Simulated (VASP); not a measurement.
# Al4FeCo3 (P1) in VASP: relaxation of cell and atoms with PBE

Aim: the relaxation of cell and atoms of Al4FeCo3 with PBE.

Program: VASP 6.6.1. These are calculated values, not measurements. Logs are shortened: lines on timing, memory, paths and dates and some standing lists are left out, and cuts for length are marked.

## (1) The cell of the first run

The typed cell holds 8 atoms: a = 2.830 Å, b = 5.537 Å, c = 5.593 Å, α = 89.97°, β = 90.16°, γ = 89.57°.

## (2) Relaxation of cell and atoms, PBE

INCAR

```
ALGO     = Fast           # electronic algorithm
EDIFF    = 1E-6           # SCF threshold, eV
EDIFFG   = -0.025         # ionic threshold
ENCUT    = 600            # plane-wave cutoff, eV
GGA      = PE             # functional
IBRION   = 2              # ionic algorithm
ISIF     = 3              # what is computed and relaxed
ISMEAR   = 0              # smearing method
LASPH    = T              # aspherical terms in the spheres
LCHARG   = F              # write CHGCAR
LREAL    = F              # projectors in reciprocal space
LWAVE    = F              # write WAVECAR
NELM     = 60             # most SCF steps
NSW      = 80             # ionic steps
PREC     = Accurate       # precision mode
SIGMA    = 0.2            # smearing width, eV
```

KPOINTS

```
k-points
0
Gamma
  8 4 4
```

POSCAR

```
Al4FeCo3
1.0
    0.0106202467     -0.0040273055      2.8301950858
    5.5369295377      0.0015894557      0.0212163430
    0.0015894557      5.5926978254     -0.0080454530
Al Fe Co
4 1 3
Direct
    0.0075484537      0.7473832037      0.7357703533
    0.0103011439      0.7376357516      0.2624508547
    0.0173558197      0.2433759785      0.7422674225
   -0.0028467891      0.2559088761      0.2549230646
    0.4696664440      0.5093343955      0.4992175298
    0.5073702290      0.5019975271      0.0021365651
    0.5035180707     -0.0057583917      0.4971160678
    0.4870866282      0.0101226592      0.0061181422
```

Potentials or basis: VASP PAW PBE potentials, release 64 (Al, Fe, Co).

Command:

```console
cat potpaw_PBE.64/Al/POTCAR potpaw_PBE.64/Fe/POTCAR potpaw_PBE.64/Co/POTCAR > POTCAR
mpirun -np 1 vasp_std > vasp.out
```

OUTCAR:

```text
EDIFF = 1E-6
   EDIFFG = -0.025
   ENCUT = 600
   GGA = PE
   IBRION = 2
   ISIF = 3
   ISMEAR = 0
   LASPH = T
   LREAL = F
   NELM = 60
   NSW = 80
   PREC = Accurate

 ion  position               nearest neighbor table
   1  0.008  0.747  0.736-   5 2.28   7 2.38   7 2.38   5 2.41   6 2.45   6 2.47   8 2.50   8 2.56
                             2 2.65   3 2.75   3 2.79   2 2.95
   2  0.010  0.738  0.262-   5 2.24   7 2.39   5 2.39   7 2.40   6 2.41   6 2.42   8 2.49   8 2.54
                             1 2.65   4 2.67   4 2.87   1 2.95
   3  0.017  0.243  0.742-   8 2.36   7 2.38   5 2.39   7 2.43   6 2.47   8 2.48   6 2.50   5 2.52
                             4 2.73   1 2.75   1 2.79   4 2.87
   4  0.997  0.256  0.255-   5 2.38   8 2.39   6 2.39   8 2.43   7 2.43   7 2.44   6 2.45   5 2.46
                             2 2.67   3 2.73   3 2.87   2 2.87
   5  0.470  0.509  0.499-   2 2.24   1 2.28   4 2.38   3 2.39   2 2.39   1 2.41   4 2.46   3 2.52
                             7 2.69   6 2.78   6 2.81   7 2.85
   6  0.507  0.502  0.002-   4 2.39   2 2.41   2 2.42   4 2.45   1 2.45   3 2.47   1 2.47   3 2.50
                             8 2.72   5 2.78   8 2.81   5 2.81
   7  0.504  0.994  0.497-   1 2.38   1 2.38   3 2.38   2 2.39   2 2.40   3 2.43   4 2.43   4 2.44
                             5 2.69   8 2.75   8 2.85   5 2.85
   8  0.487  0.010  0.006-   3 2.36   4 2.39   4 2.43   3 2.48   2 2.49   1 2.50   2 2.54   1 2.56
                             6 2.72   7 2.75   6 2.81   7 2.85

  LATTYP: Found a triclinic cell.
 ALAT       =     8.3742870128
 B/A-ratio  =     0.6678423882
 C/A-ratio  =     0.6611870844
 COS(alpha) =     0.0005657494
 COS(beta)  =     0.6641279568
 COS(gamma) =     0.6672497220

  Lattice vectors:

 A1 = (  -5.5491392401,  -5.5902599756,  -2.8433659758)
 A2 = (  -0.0015894557,  -5.5926978254,   0.0080454530)
 A3 = (  -5.5369295377,  -0.0015894557,  -0.0212163430)

Analysis of symmetry for initial positions (statically):
=====================================================================
 Subroutine PRICEL returns:
 Original cell was already a primitive cell.

 Routine SETGRP: Setting up the symmetry group for a
 triclinic supercell.

 Subroutine GETGRP returns: Found  1 space group operations
 (whereof  1 operations were pure point group operations)
 out of a pool of  2 trial point group operations.

The static configuration has the point symmetry C_1 .

Analysis of symmetry for dynamics (positions and initial velocities):
=====================================================================
 Subroutine PRICEL returns:
 Original cell was already a primitive cell.

 Routine SETGRP: Setting up the symmetry group for a
 triclinic supercell.

 Subroutine GETGRP returns: Found  1 space group operations
 (whereof  1 operations were pure point group operations)
 out of a pool of  2 trial point group operations.

The dynamic configuration has the point symmetry C_1 .

 Subroutine INISYM returns: Found  1 space group operations
 (whereof  1 operations are pure point group operations),
 and found     1 'primitive' translations

----------------------------------------------------------------------------------------

                                     Primitive cell

  volume of cell :      87.6394

  direct lattice vectors                    reciprocal lattice vectors
     0.010620247 -0.004027305  2.830195086    -0.001354064  0.000508685  0.353338338
     5.536929538  0.001589456  0.021216343     0.180608125 -0.000052304 -0.000677803
     0.001589456  5.592697825 -0.008045453    -0.000052304  0.178804964  0.000254632

  length of vectors
     2.830217877  5.536970414  5.592703838     0.353341299  0.180609405  0.178805153

  position of ions in fractional coordinates (direct lattice)
     0.007548454  0.747383204  0.735770353
     0.010301144  0.737635752  0.262450855
     0.017355820  0.243375978  0.742267422
     0.997153211  0.255908876  0.254923065
     0.469666444  0.509334395  0.499217530
     0.507370229  0.501997527  0.002136565
     0.503518071  0.994241608  0.497116068
     0.487086628  0.010122659  0.006118142

  ion indices of the primitive-cell ions
   primitive index   ion index
                 1           1
                 2           2
                 3           3
                 4           4
                 5           5
                 6           6
                 7           7
                 8           8

----------------------------------------------------------------------------------------

 KPOINTS: k-points

Automatic generation of k-mesh.
 Grid dimensions read from file:
 generate k-points for:    8    4    4

 Generating k-lattice:

  Cartesian coordinates                     Fractional coordinates (reciprocal lattice)
    -0.000169258  0.000063586  0.044167292     0.125000000  0.000000000  0.000000000
     0.045152031 -0.000013076 -0.000169451    -0.000000000  0.250000000 -0.000000000
    -0.000013076  0.044701241  0.000063658     0.000000000 -0.000000000  0.250000000

  Length of vectors
     0.044167662  0.045152351  0.044701288

  Shift w.r.t. Gamma in fractional coordinates (k-lattice)
     0.000000000  0.000000000  0.000000000

 Subroutine IBZKPT returns following result:
 ===========================================

 Found     68 irreducible k-points:

 Following reciprocal coordinates:
            Coordinates               Weight
  0.000000  0.000000  0.000000      1.000000
  0.125000  0.000000  0.000000      2.000000
  0.250000  0.000000  0.000000      2.000000
  0.375000  0.000000  0.000000      2.000000
  0.500000  0.000000  0.000000      1.000000
  0.000000  0.250000  0.000000      2.000000
[... 16 lines left out ...]
  0.500000  0.000000  0.250000      2.000000
 -0.375000  0.000000  0.250000      2.000000
 [... further k-points ...]
   k-points           NKPTS =     68   k-points in BZ     NKDIM =     68   number of bands    NBANDS=     28
   number of dos      NEDOS =    301   number of ions     NIONS =      8
   total plane-waves  NPLWV =  55296
   dimension x,y,z NGX =    24 NGY =   48 NGZ =   48
   dimension x,y,z NGXF=    48 NGYF=   96 NGZF=   96
   ions per type =               4   1   3
   NGX,Y,Z   is equivalent  to a cutoff of  14.10, 14.41, 14.27 a.u.
   NGXF,Y,Z  is equivalent  to a cutoff of  28.20, 28.82, 28.54 a.u.
 SYSTEM =  unknown system
   PREC   = accura    normal or accurate (medium, high low for compatibility)
   ISTART =      0    job   : 0-new  1-cont  2-samecut
   ICHARG =      2    charge: 1-file 2-atom 10-const
   ISPIN  =      1    spin polarized calculation?
   LNONCOLLINEAR =      F non collinear calculations
   LSORBIT =      F    spin-orbit coupling
   LASPH  =      T    aspherical Exc in radial PAW
   ENCUT  =  600.0 eV  44.10 Ry    6.64 a.u.   5.65 11.06 11.17*2*pi/ulx,y,z
   NELM   =     60;   NELMIN=  2; NELMDL= -5     # of ELM steps
   EDIFF  = 0.1E-05   stopping-criterion for ELM
   LREAL  =      F    real-space projection
   EDIFFG = -.3E-01   stopping-criterion for IOM
   NSW    =     80    number of steps for IOM
   IBRION =      2    ionic relax: 0-MD 1-quasi-New 2-CG
   NFREE  =      1    steps in history (QN), initial steepest desc. (CG)
   ISIF   =      3    stress and relaxation
   ISYM   =      2    0-nonsym 1-usesym 2-fastsym
   POTIM  = 0.5000    time-step for ionic-motion
   TEBEG  =    0.0;   TEEND  =   0.0 temperature during run
   PSTRESS=    0.0 pullay stress
   NELECT =      47.0000    total number of electrons
   NUPDOWN=      -1.0000    fix difference up-down
   EMIN   =  10.00;   EMAX   =-10.00  energy-range for DOS
   EFERMI =   0.00;   METHOD = LEGACY
   ISMEAR =     0;   SIGMA  =   0.20  broadening in eV -4-tet -1-fermi 0-gaus
   EFERMI_NEDOS =   21; number of points for ismear=-14 and -15
   IALGO  =     68    algorithm
   IMIX   =      4    mixing-type and parameters
     AMIX     =   0.40;   BMIX     =  1.00
     AMIX_MAG =   1.60;   BMIX_MAG =  1.00
  volume/ion in A,a.u.               =      10.95        73.93
  Fermi-wavevector in a.u.,A,eV,Ry     =   1.330069  2.513467 24.069853  1.769084
  Thomas-Fermi vector in A             =   2.459184
   LORBIT       =      0    0 simple, 1 ext, 2 COOP (PROOUT), +10 PAW based schemes
   GGA     = PE    functional components
   LHFCALC =     F    Hartree Fock is set to
   AEXX    =    0.0000 exact exchange contribution
   IVDW    =     0    specifies the selected vdW correction
   LEPSILON=     F    determine dielectric tensor
   LRPA    =     F    only Hartree local field effects (RPA)
 conjugate gradient relaxation of ions
 non-spin polarized calculation
 RMM-DIIS sequential band-by-band and
 Gauss-broadening in eV      SIGMA  =   0.20
  energy-cutoff  :      600.00
  volume of cell :       87.64
 maximum number of plane-waves:      2956
   NGX = 11   NGY = 23   NGZ = 23

--------------------------------------- Ionic step        1  -------------------------------------------

 number of electron      47.0000002 magnetization

 Free energy of the ion-electron system (eV)
  ---------------------------------------------------
  ext. energy  EPLUGINS =         0.00000000
  ---------------------------------------------------
  free energy    TOTEN  =       -48.21925726 eV

  energy without entropy =      -48.18229168  energy(sigma->0) =      -48.20077447

 E-fermi :  10.4712     XC(G=0): -12.5273

 val. band max:       10.4476256589   @ k =   0.5000   0.5000   0.0000
 cond. band min:      10.5739788173   @ k =   0.5000   0.0000   0.0000
 fundamental gap:      0.1263531585
 Fermi energy:        10.4712374714

 k-point     1 :       0.0000    0.0000    0.0000
  band No.  band energies     occupation
      1      -0.5933      2.00000
      2       3.7786      2.00000
      3       3.8752      2.00000
      4       4.0387      2.00000
      5       4.1680      2.00000
      6       5.3878      2.00000
[... 733 lines left out ...]
     27      11.8162      0.00000
     28      11.9163      0.00000

 [... further k-points ...]
[... 5 lines left out ...]
  --------------------------------------------------------------------------------------
  -------------------------------------------------------------------------------------
  Total        9.0883613      7.7567940      5.9488975     -0.1430613      0.4311641     -1.2262028
  in kB      166.1485716    141.8055691    108.7545689     -2.6153704      7.8823111    -22.4167860
  external PRESSURE =     138.9029032 kB  Pullay stress =       0.0000000 kB
[... 107 lines left out ...]
  FREE ENERGIE OF THE ION-ELECTRON SYSTEM (eV)
  ---------------------------------------------------
  free  energy   TOTEN  =       -48.7095204605 eV

  energy  without entropy=      -48.6607868879  energy(sigma->0) =      -48.68515367

[... ionic steps 4 to 8 ...]

--------------------------------------- Ionic step        9  -------------------------------------------

 number of electron      46.9999990 magnetization

------------------------ aborting loop because EDIFF is reached ----------------------------------------

  FORCE on cell =-STRESS in cart. coord.  units (eV):
  Direction    XX          YY          ZZ          XY          YZ          ZX
  --------------------------------------------------------------------------------------
  -------------------------------------------------------------------------------------
  Total       -0.0186406      0.0428867      0.1054746     -0.0050934      0.0139565     -0.0352058
  in kB       -0.3211853      0.7389557      1.8173695     -0.0877621      0.2404768     -0.6066109
  external PRESSURE =       0.7450467 kB  Pullay stress =       0.0000000 kB
[... 69 lines left out ...]
  energy  without entropy=      -48.7245884260  energy(sigma->0) =      -48.75018168

--------------------------------------- Ionic step       11  -------------------------------------------

 number of electron      46.9999989 magnetization

 Free energy of the ion-electron system (eV)
  ---------------------------------------------------
  ext. energy  EPLUGINS =         0.00000000
  ---------------------------------------------------
  free energy    TOTEN  =       -48.77634558 eV

  energy without entropy =      -48.72532550  energy(sigma->0) =      -48.75083554

 E-fermi :   9.7594     XC(G=0): -12.2416

 val. band max:        9.7411169504   @ k =   0.5000   0.5000   0.0000
 cond. band min:       9.8238566700   @ k =   0.3750   0.0000   0.0000
 fundamental gap:      0.0827397196
 Fermi energy:         9.7593813537

 k-point     1 :       0.0000    0.0000    0.0000
  band No.  band energies     occupation
      1      -0.9719      2.00000
      2       3.2872      2.00000
      3       3.2885      2.00000
      4       3.4046      2.00000
      5       3.5440      2.00000
      6       4.7981      2.00000
[... 733 lines left out ...]
     27      10.9550      0.00000
     28      11.0277      0.00000

 [... further k-points ...]
[... 5 lines left out ...]
  --------------------------------------------------------------------------------------
  -------------------------------------------------------------------------------------
  Total       -0.0214554     -0.0061735      0.0168567      0.0001148      0.0001255     -0.0027660
  in kB       -0.3694941     -0.1063164      0.2902976      0.0019762      0.0021608     -0.0476347
  external PRESSURE =      -0.0618376 kB  Pullay stress =       0.0000000 kB
[... 23 lines left out ...]
  FREE ENERGIE OF THE ION-ELECTRON SYSTEM (eV)
  ---------------------------------------------------
  free  energy   TOTEN  =       -48.7763455764 eV

  energy  without entropy=      -48.7253255002  energy(sigma->0) =      -48.75083554

 reached required accuracy - stopping structural energy minimisation
```

It took 18 min on 1 thread of Oxide Virtual Turin-like, shared host; peak memory 0.35 GiB.

What came out:

- Free energy: -48.7763 eV
- Relaxed volume: 11.63 Å³/atom
- Relaxed cell: a = 2.853 Å, b = 5.711 Å, c = 5.710 Å, α = 90.00°, β = 90.00°, γ = 90.00°
- Space group after relaxing (to 0.05 Å): P4/mmm (No. 123)
- Energy gained by relaxing: 69.6 meV/atom
- Ionic steps: 11
- Pressure after relaxing: 0.0 GPa
- Largest force after relaxing: 0.021 eV/Å

Forces in eV/Å, atoms in the order of the input:
```
Al  -0.019  0.000 -0.001
Al   0.012 -0.004 -0.002
Al   0.015 -0.007  0.002
Al  -0.014  0.002 -0.006
Fe  -0.016 -0.012 -0.009
Co   0.011  0.014  0.011
Co   0.006  0.009  0.009
Co   0.004 -0.002 -0.004
```

Step by step:
```
step  energy change (eV)  largest force (eV/Å)  pressure (GPa)  volume (Å³)
   1              0.0000                2.3828           13.89        87.64
   2             -0.2151                0.3715          -11.20       100.23
   3             -0.4903                0.6200           -2.08        94.33
   4             -0.4906                0.5803           -2.64        94.58
   5             -0.5473                0.2174            0.25        92.95
   6             -0.5487                0.1694            0.77        92.66
   7             -0.5546                0.0906           -0.21        93.14
   8             -0.5547                0.0897           -0.41        93.25
   9             -0.5564                0.0516            0.07        92.99
  10             -0.5565                0.0510            0.18        92.92
  11             -0.5571                0.0215           -0.01        93.03
```

Final structure:
```
Al Fe Co
1.0
    -0.00003    0.00002    2.85294
     5.71093    0.00000    0.00026
    -0.00001    5.71005   -0.00001
Al Fe Co
4 1 3
Direct
  0.00003 0.74818 0.74773
  0.00007 0.74724 0.25233
  0.99988 0.25189 0.74768
  0.00022 0.25279 0.25239
  0.50024 0.50023 0.50041
  0.49966 0.49980 0.99960
  0.49977 0.99994 0.49960
  0.50013 0.99993 0.00027
```

Spin polarisation is off, so any magnetic state and its effect on volume and gap are missing.
